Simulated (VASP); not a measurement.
Here is a VASP 6.6.1 calculation.

File INCAR:

```
  ALGO = Normal
  EDIFF = 1E-7
  ENCUT = 520
  GGA = PE
  GGA_COMPAT = F
  ISIF = 2
  ISMEAR = -1
  LASPH = T
  LCHARG = F
  LMAXMIX = 4
  LORBIT = 11
  LORBMOM = T
  LREAL = F
  LSORBIT = T
  LWAVE = F
  MAGMOM = 0 0 0 0 0 0
  NBANDS = 34
  NELM = 150
  PREC = Accurate
  SIGMA = 0.05
```

The input KPOINTS:

```
k-points
0
Gamma
  13 13 13
```

File POSCAR:

```
Au
1.0
    0.0000000000      3.0629711930      3.0629711930
    3.0629711930      0.0000000000      3.0629711930
    3.0629711930      3.0629711930      0.0000000000
Au
2
Direct
   -0.1250000000     -0.1250000000     -0.1250000000
    0.1250000000      0.1250000000      0.1250000000
```

Potentials or basis: VASP PAW PBE potentials, release 64 (Au).

The run is started by

```sh
$ cat potpaw_PBE.64/Au/POTCAR > POTCAR
$ mpirun -np 1 vasp_ncl > vasp.out
```

Task: Predict the pressure.

Result: 0.1 GPa.

Task: What does it give for the net moment?

Result: 0.00 μB per cell.

Moments on the atoms (μB; x, y, z):
```
Au  0.00 0.00 0.00
Au  0.00 0.00 0.00
```
